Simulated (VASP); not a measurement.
Crystal: Ga.

```xyz
2
Lattice="3.0261 0.0000 0.0000 -1.5131 2.6207 0.0000 0.0000 0.0000 4.9417" Properties=species:S:1:pos:R:3 pbc="T T T"
Ga    0.0000    1.7471    1.2354
Ga    1.5131    0.8736    3.7062
```

This isn't the form of Ga at room conditions, which is orthorhombic.

| Quantity | Value |
| --- | --- |
| Program | VASP 6.6.1 |
| Task | relaxation of cell and atoms |
| Functional | PBEsol |
| Potentials or basis | VASP PAW PBE potentials, release 64 (Ga_d) |
| Cutoff | 600 eV |
| k mesh | 12 × 12 × 7 |
| Occupations | fermi-dirac, width 0.1 eV |
| Spin | no spin polarisation |

At the start: pressure -4.4 GPa; volume 19.59 Å³/atom.

**Question.** How do energy, volume and symmetry change on relaxing?

**Answer.** Over 6 steps the energy falls by 28.2 meV/atom and the volume is 17.84 Å³/atom (-8.9 %); space group P6_3/mmc (No. 194, to 0.1 Å) before and after.

Step by step:
```csv
step,energy change (eV),largest force (eV/Å),pressure (GPa),volume (Å³)
1,0.0000,0.0000,-4.42,39.19
2,-0.0527,0.0000,-0.82,36.20
3,-0.0542,0.0000,0.06,35.67
4,-0.0550,0.0000,0.04,35.67
5,-0.0564,0.0000,0.10,35.68
6,-0.0564,0.0000,0.06,35.68
```

Final structure:
```
Ga
1.0
     2.96437    0.00000    0.00000
    -1.48219    2.56722    0.00000
     0.00000    0.00000    4.68884
Ga
2
Direct
  0.33333 0.66667 0.25000
  0.66667 0.33333 0.75000
```

Caveat: the PAW data sets were made with another functional, which shifts forces and pressure a little.
